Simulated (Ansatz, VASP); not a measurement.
# IrC: VASP beside Ansatz

Contents of INCAR:

```
PREC = Accurate
ENCUT = 600
EDIFF = 1E-6
ISMEAR = 0
SIGMA = 0.1
LREAL = F
LASPH = T
NELM = 80
ALGO = Normal
ISIF = 3
LWAVE = F
LCHARG = F
GGA = PE
IBRION = 2
NSW = 100
EDIFFG = -0.01
```

KPOINTS

```
regular mesh
0
Gamma
  20 20 20
```

The input POSCAR:

```
IrC
1.0
    2.7183503169      0.0000000000      0.0000000000
    0.0000000000      2.7183503169      0.0000000000
    0.0000000000      0.0000000000      2.7183503169
Ir C
1 1
Direct
    0.5000000000      0.5000000000      0.5000000000
    0.0000000000      0.0000000000      0.0000000000
```

Input for Ansatz:

```yaml
crystal:
  lattice:
    - [2.7183503169, 0.0, 0.0]
    - [0.0, 2.7183503169, 0.0]
    - [0.0, 0.0, 2.7183503169]
  atoms:
    - { symbol: Ir, position: [0.5, 0.5, 0.5] }
    - { symbol: C, position: [0.0, 0.0, 0.0] }
basis:
  ecutwfc: 420
kpoints:
  mp_grid: { grid: [20, 20, 20] }
hamiltonian:
  xc: pbe
scf:
  occupations: { method: gaussian, width: 0.1 }
output:
  forces: true
  stress: true
  eigenvalues: true
  write_density: true
  write_potential: true
  elf: true
  volumetric_format: npy
relax:
  adjacent_minimum: "off"
  f_tol: 0.01
  max_steps: 80
  cell: { stress_tol: 0.05 }
```

Change from the starting cell: species swapped into the NbIr type (P4/mmm, No. 123).

Alike in both runs: task relaxation of cell and atoms; functional PBE; k mesh 20 × 20 × 20; occupations gaussian, width 0.1 eV; no spin polarisation.

|  | VASP | Ansatz |
| --- | --- | --- |
| version | VASP 6.6.1 | Ansatz 0.2.0 |
| potentials or method | VASP PAW PBE potentials, release 64 (Ir, C), cutoff 600 eV | scalar-relativistic, plane waves, PAW |
| valence electrons in the cell | 13 | 21 |

|  | VASP | Ansatz | Ansatz less VASP |
| --- | --- | --- | --- |
| gap on the k mesh at the Fermi level, each at its own relaxed structure (eV) | none | none | - |
| relaxed volume (Å³/atom) | 10.13 | 10.09 | -0.041 |
| relaxed cell length with the largest relative difference (Å) | 2.726 | 2.722 | -0.0037 |

A gap of «none» marks a metal or a gap that the smearing closes. VASP's potentials hold 13 valence electrons a cell and Ansatz's 21, so a difference there can come from the potentials and not from the codes.

Neither program's run includes spin-orbit coupling.
